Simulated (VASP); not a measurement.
Runs of VASP 6.6.1 on Na2S. The structure is that of space group Fm-3m (No. 225), or close to it. The cells are those of the table. 

```tsv
level	cell	k mesh	cutoff (eV)	gap on the mesh (eV)	pressure (GPa)
r2SCAN	a = 4.604 Å, angles 60.0°, 3 atoms	6 × 6 × 6	550	3.11	-0.1
PBE	a = 4.735 Å, angles 60.0°, 3 atoms	6 × 6 × 6	500	(c)	-1.5
PBE	a = 4.597 Å, angles 60.0°, 3 atoms	6 × 6 × 6	500	(d)	0.9
r2SCAN	a = 4.649 Å, angles 60.0°, 3 atoms	6 × 6 × 6	550	3.01	-1.0
r2SCAN	a = 4.510 Å, angles 60.0°, 3 atoms	6 × 6 × 6	550	3.34	2.0
r2SCAN	a = 4.557 Å, angles 60.0°, 3 atoms	6 × 6 × 6	550	3.22	1.0
PBE	a = 4.549 Å, angles 60.0°, 3 atoms	6 × 6 × 6	500	2.65	2.0
PBE	a = 4.604 Å, angles 60.0°, 3 atoms	8 × 8 × 8	500	2.53	0.8
PBE	a = 4.644 Å, angles 60.0°, 3 atoms	6 × 6 × 6	500	(b)	0.0
r2SCAN	a = 4.604 Å, angles 60.0°, 3 atoms	8 × 8 × 8	550	3.11	-0.1
PBE	a = 4.690 Å, angles 60.0°, 3 atoms	6 × 6 × 6	500	(a)	-0.8
r2SCAN	a = 4.694 Å, angles 60.0°, 3 atoms	6 × 6 × 6	550	2.91	-1.7
```

Alike in all rows: task single point; potentials or basis VASP PAW PBE potentials, release 64 (S, Na_pv); no spin polarisation; smearing gaussian 0.01 eV.

Task: Fill in the values left out.

Result: (a) 2.35; (b) 2.45; (c) 2.26; (d) 2.55.

Caveats: the PAW data sets were made with another functional, which shifts forces and pressure a little (some runs).

A k mesh can miss the band edges.
